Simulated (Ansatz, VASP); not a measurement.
**Hg: VASP beside Ansatz**

The input INCAR:

```
SYSTEM = Hg
PREC = Accurate
ENCUT = 600
EDIFF = 1E-6
ISMEAR = 0
SIGMA = 0.1
LREAL = .False.
LASPH = .True.
NELM = 100
ALGO = Normal
ISIF = 3
LWAVE = .False.
LCHARG = .False.
GGA = PE
IVDW = 12
IBRION = 2
NSW = 100
EDIFFG = -0.005
```

File KPOINTS:

```
regular mesh
0
Gamma
  16 16 16
  0 0 0
```

The input POSCAR:

```
Hg
1.0
   -1.8767364354      1.8767364354      1.9168448550
    1.8767364354     -1.8767364354      1.9168448550
    1.8767364354      1.8767364354     -1.9168448550
Hg
1
Direct
    0.5000000000      0.5000000000      0.0000000000
```

Input for Ansatz:

```yaml
crystal:
  lattice:
    - [-1.8767364354, 1.8767364354, 1.916844855]
    - [1.8767364354, -1.8767364354, 1.916844855]
    - [1.8767364354, 1.8767364354, -1.916844855]
  atoms:
    - { symbol: Hg, position: [0.5, 0.5, 0.0] }
basis:
  ecutwfc: 420
kpoints:
  mp_grid: { grid: [16, 16, 16] }
hamiltonian:
  xc: pbe
  dispersion: d3bj
scf:
  occupations: { method: gaussian, width: 0.1 }
output:
  forces: true
  stress: true
  eigenvalues: true
relax:
  adjacent_minimum: "off"
  f_tol: 0.005
  max_steps: 80
  cell: { stress_tol: 0.05 }
```

Alike in both runs: task relaxation of cell and atoms; functional PBE; dispersion D3(BJ); k mesh 16 × 16 × 16; occupations gaussian, width 0.1 eV; no spin polarisation.

```csv
,VASP,Ansatz
version,VASP 6.6.1,Ansatz 0.2.0
potentials or method,"VASP PAW PBE potentials, release 64 (Hg), cutoff 600 eV","scalar-relativistic, plane waves, PAW"
valence electrons in the cell,12,20
```

VASP gave:

```
gap on the k mesh at the Fermi level, each at its own relaxed structure (eV) : none
relaxed volume (Å³/atom)                                                     : 25.76
relaxed cell length with the largest relative difference (Å)                 : 3.227
```

Question: What did Ansatz give for the same quantities?

Answer: gap on the k mesh at the Fermi level, each at its own relaxed structure (eV): none; relaxed volume (Å³/atom): 25.48; relaxed cell length with the largest relative difference (Å): 3.215.

A gap of «none» marks a metal or a gap that the smearing closes. VASP's potentials hold 12 valence electrons a cell and Ansatz's 20, so a difference there can come from the potentials and not from the codes.

Spin-orbit coupling is off throughout.
